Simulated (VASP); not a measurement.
WS2: single point with PBEsol

Slab: WS2, a slab with vacuum.

```
CELL_PARAMETERS angstrom
3.14613 0.00000 0.00000
0.00000 12.69173 0.00000
0.00000 0.00000 15.90821
ATOMIC_POSITIONS crystal
W 0.00000 0.75000 0.47145
W 0.50000 0.25000 0.52855
S 0.00000 0.37351 0.47145
S 0.00000 0.12649 0.47145
S 0.50000 0.87351 0.52855
S 0.50000 0.62649 0.52855
```

```
Program                : VASP 6.6.1
Task                   : single point
Functional             : PBEsol
Potentials or basis    : VASP PAW PBE potentials, release 64 (W_sv, S)
Cutoff                 : 520 eV
k mesh                 : 8 × 2 × 1
Occupations            : gaussian, width 0.05 eV
Spin                   : no spin polarisation
Dipole correction      : yes
Further INCAR settings : ALGO = Normal; EDIFF = 1e-07; NBANDS = 35
```

- Largest force: 2.671 eV/Å
- Band gap on the k mesh: zero (band 26 reaches -3.06 eV, above the bottom of band 27 at -3.08 eV)

Forces in eV/Å, atoms in the order of the input:
```
W    0.000  0.000  2.671
W    0.000  0.000 -2.671
S    0.000 -1.436  1.342
S    0.000  1.436  1.342
S    0.000 -1.436 -1.342
S    0.000  1.436 -1.342
```

Levels at points of the mesh, in eV from the Fermi level:
```csv
k point,band 22,band 23,band 24,band 25,band 26,band 27,band 28,band 29,band 30,band 31
"(0.00, 0.00, 0.00)",-1.46,-1.24,-1.19,-0.66,-0.59,-0.04,0.37,1.10,1.62,2.50
"(0.50, 0.00, 0.00)",-1.97,-0.54,-0.54,-0.03,-0.03,0.75,0.75,1.17,1.17,2.25
"(0.00, 0.50, 0.00)",-1.86,-1.21,-1.21,-0.61,-0.61,0.17,0.17,1.36,1.36,2.55
"(0.50, 0.50, 0.00)",-1.97,-0.52,-0.52,-0.02,-0.02,0.70,0.70,1.19,1.19,2.25
```

It took 3.9 min on 1 thread of Intel(R) Xeon(R) 6975P-C (Granite Rapids), on a shared host, peak memory 0.66 GiB.

Caveat: the PAW data sets were made with another functional, which shifts forces and pressure a little; spin-orbit coupling is left out, which moves the levels of the heavy elements.
